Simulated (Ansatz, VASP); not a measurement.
One calculation of Cl, two programs

Contents of INCAR:

```
SYSTEM = Cl
PREC = Accurate
ENCUT = 520
EDIFF = 1E-6
ISMEAR = -1
SIGMA = 0.08
LREAL = .False.
LASPH = .True.
NELM = 60
ALGO = Normal
ISIF = 2
LWAVE = .False.
LCHARG = .True.
GGA = PE
LELF = .True.
LVHAR = .True.
NBANDS = 14
```

KPOINTS

```
regular mesh
0
Gamma
  14 14 8
  0 0 0
```

POSCAR

```
Cl
1.0
    2.9790660390      0.0000000000      0.0000000000
   -1.4895330195      2.5799468694      0.0000000000
    0.0000000000      0.0000000000      3.8779391961
Cl
2
Direct
    0.3333333333      0.6666666667      0.2500000000
    0.6666666667      0.3333333333      0.7500000000
```

Input for Ansatz:

```yaml
crystal:
  lattice:
    - [2.979066039, 0.0, 0.0]
    - [-1.4895330195, 2.5799468694, 0.0]
    - [0.0, 0.0, 3.8779391961]
  atoms:
    - { symbol: Cl, position: [0.3333333333, 0.6666666667, 0.25] }
    - { symbol: Cl, position: [0.6666666667, 0.3333333333, 0.75] }
kpoints:
  mp_grid: { grid: [14, 14, 8] }
scf:
  occupations: { method: fermi_dirac, width: 0.08 }
hamiltonian:
  xc: pbe
  pseudopotentials: { kind: all_electron, lapw: { basis_error: 0.001 } }
output:
  forces: true
  stress: true
  eigenvalues: true
  populations: true
```

Change from the starting cell: volume scaled by 0.65, LAPW.

Alike in both runs: task single point; functional PBE; k mesh 14 × 14 × 8; occupations fermi-dirac, width 0.08 eV; no spin polarisation.

```csv
,VASP,Ansatz
version,VASP 6.6.1,Ansatz 0.2.0
potentials or method,"VASP PAW PBE potentials, release 64 (Cl), cutoff 520 eV","all-electron LAPW, scalar-relativistic"
```

```csv
,VASP,Ansatz,Ansatz less VASP
pressure (GPa),30.7,31.1,+0.35
"traceless stress, the component that is largest in VASP (GPa)",0.01,0.07,+0.064
```

Both programs put the cell under a high pressure, so it lies far from rest at this level. Ansatz ran all-electron here, and VASP with PAW potentials.
